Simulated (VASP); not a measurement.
# Li2S (Fm-3m) in VASP: a series of runs, part 2 of 2

VASP 6.6.1. The steps go on from the part before.

### 4 Relaxation of the atoms, PBEsol

This run uses another cell than the first one, of 6.14 Å³/atom, 0.400 times its volume.

INCAR reads:

```
ALGO = Normal
EDIFF = 1E-7
EDIFFG = -0.01
ENCUT = 650
GGA = PS
GGA_COMPAT = F
IBRION = 2
ISIF = 2
ISMEAR = -1
LASPH = T
LCHARG = F
LREAL = F
LWAVE = F
NELM = 120
NELMIN = 4
NSW = 50
PREC = Accurate
SIGMA = 0.03
```

KPOINTS reads:

```
k-points
0
Gamma
  9 9 9
```

POSCAR reads:

```
Li2S
1.0
    0.0000000000      2.0958455196      2.0958455196
    2.0958455196      0.0000000000      2.0958455196
    2.0958455196      2.0958455196      0.0000000000
Li S
2 1
Direct
    0.2500000000      0.2500000000      0.2500000000
    0.7500000000      0.7500000000      0.7500000000
    0.0000000000      0.0000000000      0.0000000000
```

Potentials or basis: VASP PAW PBE potentials, release 64 (Li_sv, S).

The run is started by

```bash
$ cat potpaw_PBE.64/Li_sv/POTCAR potpaw_PBE.64/S/POTCAR > POTCAR
$ mpirun -np 1 vasp_std > vasp.out
```

OUTCAR:

```text
EDIFF = 1E-7
   EDIFFG = -0.01
   ENCUT = 650
   GGA = PS
   IBRION = 2
   ISIF = 2
   ISMEAR = -1
   LASPH = T
   LREAL = F
   NELM = 120
   NELMIN = 4
   NSW = 50
   PREC = Accurate

 ion  position               nearest neighbor table
   1  0.250  0.250  0.250-   3 1.82   3 1.82   3 1.82   3 1.82   2 2.10   2 2.10   2 2.10   2 2.10
                             2 2.10   2 2.10
   2  0.750  0.750  0.750-   3 1.82   3 1.82   3 1.82   3 1.82   1 2.10   1 2.10   1 2.10   1 2.10
                             1 2.10   1 2.10
   3  0.000  0.000  0.000-   2 1.82   2 1.82   2 1.82   1 1.82   2 1.82   1 1.82   1 1.82   1 1.82

  LATTYP: Found a face centered cubic cell.
 ALAT       =     4.1916910392

  Lattice vectors:

 A1 = (   0.0000000000,   2.0958455196,   2.0958455196)
 A2 = (   2.0958455196,   0.0000000000,   2.0958455196)
 A3 = (   2.0958455196,   2.0958455196,   0.0000000000)

Analysis of symmetry for initial positions (statically):
=====================================================================
 Subroutine PRICEL returns:
 Original cell was already a primitive cell.

 Routine SETGRP: Setting up the symmetry group for a
 face centered cubic supercell.

 Subroutine GETGRP returns: Found 48 space group operations
[... 177 lines left out ...]
      1     -33.7895      2.00000
      2     -32.7117      2.00000
      3      -3.2970      2.00000
      4      11.3331      2.00000
      5      11.3331      2.00000
      6      11.3331      2.00000
      7      15.8334      0.00000
      8      15.8334      0.00000
      9      15.8334      0.00000
     10      22.0927      0.00000
[... 287 lines left out ...]
 k-point    24 :       0.4444    0.4444    0.0000
  band No.  band energies     occupation
      1     -33.3478      2.00000
      2     -32.9853      2.00000
      3      -2.3645      2.00000
      4       6.4399      2.00000
      5       6.4399      2.00000
      6       6.9540      2.00000
      7      12.3593      0.00000
      8      20.6038      0.00000
      9      26.5322      0.00000
     10      26.5322      0.00000

 [... further k-points ...]
[... 5 lines left out ...]
  --------------------------------------------------------------------------------------
  -------------------------------------------------------------------------------------
  Total       24.2266188     24.2266188     24.2266188      0.0000000      0.0000000     -0.0000000
  in kB     2108.1212567   2108.1212567   2108.1212567      0.0000000      0.0000000     -0.0000000
  external PRESSURE =    2108.1212567 kB  Pullay stress =       0.0000000 kB

 VOLUME and BASIS-vectors are now :
 -----------------------------------------------------------------------------
  energy-cutoff  :      650.00
  volume of cell :       18.41
      direct lattice vectors                 reciprocal lattice vectors
     0.000000000  2.095845520  2.095845520    -0.238567201  0.238567201  0.238567201
     2.095845520  0.000000000  2.095845520     0.238567201 -0.238567201  0.238567201
     2.095845520  2.095845520  0.000000000     0.238567201  0.238567201 -0.238567201

 POSITION                                       TOTAL-FORCE (eV/Angst)
 -----------------------------------------------------------------------------------
      1.04792      1.04792      1.04792        -0.000000     -0.000000     -0.000000
      3.14377      3.14377      3.14377         0.000000      0.000000      0.000000
      0.00000      0.00000      0.00000         0.000000      0.000000      0.000000
 -----------------------------------------------------------------------------------
    total drift:                                0.000000      0.000000      0.000000

  FREE ENERGIE OF THE ION-ELECTRON SYSTEM (eV)
  ---------------------------------------------------
  free  energy   TOTEN  =        -3.7791966866 eV

  energy  without entropy=       -3.7791966861  energy(sigma->0) =       -3.77919669

 reached required accuracy - stopping structural energy minimisation
```

Run time: 5.7 s. Hardware: 1 thread of Intel Xeon 6975P-C (Granite Rapids), shared host; peak memory 0.15 GiB.

Results:

```
Free energy             : -3.7792 eV
Pressure after relaxing : 210.8 GPa
Band gap on the k mesh  : 1.03 eV, indirect (least direct gap 4.50 eV)
```

Final structure:
```xyz
3
Lattice="0.0000 2.0958 2.0958 2.0958 0.0000 2.0958 2.0958 2.0958 0.0000" Properties=species:S:1:pos:R:3 pbc="T T T"
Li    1.0479    1.0479    1.0479
Li    3.1438    3.1438    3.1438
S     0.0000    0.0000    0.0000
```

Caveat: the relaxation stopped at its first step, so nothing moved; the PAW data sets were made with another functional, which shifts forces and pressure a little. PBEsol gaps usually lie below the measured ones, often by a third to a half.

### 5 Relaxation of the atoms, PBEsol

This run uses another cell than the first one, of 6.90 Å³/atom, 0.450 times its volume.

INCAR reads:

```
  PREC = Accurate
  ENCUT = 650
  EDIFF = 1E-7
  ISMEAR = -1
  SIGMA = 0.03
  LREAL = F
  LASPH = T
  NELM = 120
  ALGO = Normal
  ISIF = 2
  LWAVE = F
  LCHARG = F
  GGA = PS
  IBRION = 2
  NSW = 50
  EDIFFG = -0.01
  GGA_COMPAT = F
  NELMIN = 4
```

KPOINTS reads:

```
regular mesh
0
Gamma
  9 9 9
```

POSCAR reads:

```
Li2S
1.0
    0.0000000000      2.1797671804      2.1797671804
    2.1797671804      0.0000000000      2.1797671804
    2.1797671804      2.1797671804      0.0000000000
Li S
2 1
Direct
    0.2500000000      0.2500000000      0.2500000000
    0.7500000000      0.7500000000      0.7500000000
    0.0000000000      0.0000000000      0.0000000000
```

Potentials or basis: VASP PAW PBE potentials, release 64 (Li_sv, S).

The run is started by

```bash
$ cat potpaw_PBE.64/Li_sv/POTCAR potpaw_PBE.64/S/POTCAR > POTCAR
$ mpirun -np 1 vasp_std > vasp.out
```

OUTCAR:

```text
PREC = Accurate
   ENCUT = 650
   EDIFF = 1E-7
   ISMEAR = -1
   LREAL = F
   LASPH = T
   NELM = 120
   ISIF = 2
   GGA = PS
   IBRION = 2
   NSW = 50
   EDIFFG = -0.01
   NELMIN = 4

 ion  position               nearest neighbor table
   1  0.250  0.250  0.250-   3 1.89   3 1.89   3 1.89   3 1.89   2 2.18   2 2.18   2 2.18   2 2.18
                             2 2.18   2 2.18
   2  0.750  0.750  0.750-   3 1.89   3 1.89   3 1.89   3 1.89   1 2.18   1 2.18   1 2.18   1 2.18
                             1 2.18   1 2.18
   3  0.000  0.000  0.000-   2 1.89   2 1.89   2 1.89   1 1.89   2 1.89   1 1.89   1 1.89   1 1.89

  LATTYP: Found a face centered cubic cell.
 ALAT       =     4.3595343608

  Lattice vectors:

 A1 = (   0.0000000000,   2.1797671804,   2.1797671804)
 A2 = (   2.1797671804,   0.0000000000,   2.1797671804)
 A3 = (   2.1797671804,   2.1797671804,   0.0000000000)

Analysis of symmetry for initial positions (statically):
=====================================================================
 Subroutine PRICEL returns:
 Original cell was already a primitive cell.

 Routine SETGRP: Setting up the symmetry group for a
 face centered cubic supercell.

 Subroutine GETGRP returns: Found 48 space group operations
 (whereof 48 operations were pure point group operations)
 out of a pool of 48 trial point group operations.

The static configuration has the point symmetry O_h .

Analysis of symmetry for dynamics (positions and initial velocities):
=====================================================================
 Subroutine PRICEL returns:
 Original cell was already a primitive cell.

 Routine SETGRP: Setting up the symmetry group for a
 face centered cubic supercell.

 Subroutine GETGRP returns: Found 48 space group operations
 (whereof 48 operations were pure point group operations)
 out of a pool of 48 trial point group operations.

The dynamic configuration has the point symmetry O_h .

 Subroutine INISYM returns: Found 48 space group operations
 (whereof 48 operations are pure point group operations),
[... 121 lines left out ...]
  Thomas-Fermi vector in A             =   2.491025
   LORBIT       =      0    0 simple, 1 ext, 2 COOP (PROOUT), +10 PAW based schemes
   GGA     = PS    functional components
   LHFCALC =     F    Hartree Fock is set to
   AEXX    =    0.0000 exact exchange contribution
   IVDW    =     0    specifies the selected vdW correction
   LEPSILON=     F    determine dielectric tensor
   LRPA    =     F    only Hartree local field effects (RPA)
 conjugate gradient relaxation of ions
 non-spin polarized calculation
  energy-cutoff  :      650.00
  volume of cell :       20.71
 maximum number of plane-waves:       797
 NGX is ok and might be reduce to    28
   NGX = 13   NGY = 13   NGZ = 13

 number of electron      11.9999997 magnetization

 Free energy of the ion-electron system (eV)
  ---------------------------------------------------
  ext. energy  EPLUGINS =         0.00000000
  ---------------------------------------------------
  free energy    TOTEN  =        -6.33781419 eV

  energy without entropy =       -6.33781419  energy(sigma->0) =       -6.33781419

 E-fermi :  10.0203     XC(G=0): -12.0967

 val. band max:        9.4729462111   @ k =   0.0000   0.0000   0.0000
 cond. band min:      11.0092834502   @ k =   0.4444   0.4444   0.0000
 fundamental gap:      1.5363372391
 Fermi energy:        10.0202780872

 k-point     1 :       0.0000    0.0000    0.0000
  band No.  band energies     occupation
      1     -34.8962      2.00000
      2     -34.1376      2.00000
      3      -4.6286      2.00000
      4       9.4729      2.00000
      5       9.4729      2.00000
      6       9.4729      2.00000
      7      14.4784      0.00000
      8      14.4784      0.00000
      9      14.4784      0.00000
     10      19.1693      0.00000
[... 287 lines left out ...]
 k-point    24 :       0.4444    0.4444    0.0000
  band No.  band energies     occupation
      1     -34.5916      2.00000
      2     -34.3347      2.00000
      3      -3.5565      2.00000
      4       5.2748      2.00000
      5       5.2748      2.00000
      6       5.3834      2.00000
      7      11.0093      0.00000
      8      18.4648      0.00000
      9      24.2162      0.00000
     10      24.2162      0.00000

 [... further k-points ...]
[... 5 lines left out ...]
  --------------------------------------------------------------------------------------
  -------------------------------------------------------------------------------------
  Total       19.0470026     19.0470026     19.0470026      0.0000000      0.0000000     -0.0000000
  in kB     1473.2515270   1473.2515270   1473.2515270      0.0000000      0.0000000     -0.0000000
  external PRESSURE =    1473.2515270 kB  Pullay stress =       0.0000000 kB

 VOLUME and BASIS-vectors are now :
 -----------------------------------------------------------------------------
  energy-cutoff  :      650.00
  volume of cell :       20.71
      direct lattice vectors                 reciprocal lattice vectors
     0.000000000  2.179767180  2.179767180    -0.229382296  0.229382296  0.229382296
     2.179767180  0.000000000  2.179767180     0.229382296 -0.229382296  0.229382296
     2.179767180  2.179767180  0.000000000     0.229382296  0.229382296 -0.229382296

 POSITION                                       TOTAL-FORCE (eV/Angst)
 -----------------------------------------------------------------------------------
      1.08988      1.08988      1.08988         0.000000      0.000000      0.000000
      3.26965      3.26965      3.26965        -0.000000     -0.000000     -0.000000
      0.00000      0.00000      0.00000        -0.000000     -0.000000     -0.000000
 -----------------------------------------------------------------------------------
    total drift:                                0.000000      0.000000      0.000000

  FREE ENERGIE OF THE ION-ELECTRON SYSTEM (eV)
  ---------------------------------------------------
  free  energy   TOTEN  =        -6.3378141921 eV

  energy  without entropy=       -6.3378141920  energy(sigma->0) =       -6.33781419

 reached required accuracy - stopping structural energy minimisation
```

OSZICAR:

```text
N       E                     dE             d eps       ncg     rms          rms(c)
DAV:   1     0.585574756205E+02    0.58557E+02   -0.71399E+03   708   0.152E+03
DAV:   2    -0.130762471050E+01   -0.59865E+02   -0.57300E+02   934   0.264E+02
DAV:   3    -0.632754697813E+01   -0.50199E+01   -0.49937E+01  1074   0.646E+01
DAV:   4    -0.651820102958E+01   -0.19065E+00   -0.19030E+00  1012   0.128E+01
DAV:   5    -0.652329477333E+01   -0.50937E-02   -0.50931E-02  1002   0.153E+00    0.724E+00
DAV:   6    -0.625556230735E+01    0.26773E+00   -0.72333E-01   804   0.536E+00    0.575E+00
DAV:   7    -0.630788513408E+01   -0.52323E-01   -0.47056E-01   786   0.538E+00    0.341E+00
DAV:   8    -0.633792078224E+01   -0.30036E-01   -0.87465E-02   774   0.347E+00    0.126E+00
DAV:   9    -0.633725562337E+01    0.66516E-03   -0.33843E-03   820   0.730E-01    0.182E-01
DAV:  10    -0.633780861487E+01   -0.55299E-03   -0.11624E-03   776   0.455E-01    0.278E-02
DAV:  11    -0.633781438089E+01   -0.57660E-05   -0.61021E-05  1052   0.808E-02    0.187E-02
DAV:  12    -0.633781434567E+01    0.35226E-07   -0.13409E-06   946   0.102E-02    0.307E-03
DAV:  13    -0.633781420959E+01    0.13607E-06   -0.71192E-07   852   0.107E-02    0.241E-04
DAV:  14    -0.633781419210E+01    0.17496E-07   -0.10335E-08   526   0.123E-03
   1 F= -.63378142E+01 E0= -.63378142E+01  d E =-.633781E+01
```

Wall time 5.9 s (1 thread of Intel Xeon 6975P-C (Granite Rapids), shared host); peak memory 0.15 GiB.

Results:

| Property | Result |
| --- | --- |
| Free energy | -6.3378 eV |
| Pressure after relaxing | 147.3 GPa |
| Band gap on the k mesh | 1.54 eV, indirect (least direct gap 5.01 eV) |

Final structure:
```
Li S
1.0
     0.00000    2.17977    2.17977
     2.17977    0.00000    2.17977
     2.17977    2.17977    0.00000
Li S
2 1
Direct
  0.25000 0.25000 0.25000
  0.75000 0.75000 0.75000
  0.00000 0.00000 0.00000
```

Levels at points of the mesh, in eV from the valence-band top:
```
           k point  band 4  band 5  band 6  band 7  band 8  band 9
(0.00, 0.00, 0.00)    0.00    0.00    0.00    5.01    5.01    5.01
```

Caveat: the relaxation stopped at its first step, so nothing moved; the PAW data sets were made with another functional, which shifts forces and pressure a little. As with any semilocal functional, this PBEsol gap is likely too small.

### 6 Summary

```csv
task,cell,cutoff (eV),gap on the mesh (eV),pressure (GPa)
single point,"a = 4.023 Å, angles 60.0°, 3 atoms",750,3.31,-0.8
relaxation of the atoms,"atoms relaxed from a = 2.964 Å, angles 60.0°, 3 atoms",650,1.03,210.8
relaxation of the atoms,"atoms relaxed from a = 3.083 Å, angles 60.0°, 3 atoms",650,1.54,147.3
```

Alike in all rows: level PBEsol; potentials or basis VASP PAW PBE potentials, release 64 (Li_sv, S); no spin polarisation; k mesh 9 × 9 × 9; smearing fermi-dirac 0.03 eV.

Caveats: the PAW data sets were made with another functional, which shifts forces and pressure a little; the relaxation stopped at its first step, so nothing moved (some runs).

Absolute energies hang on the potentials; compare differences alone.
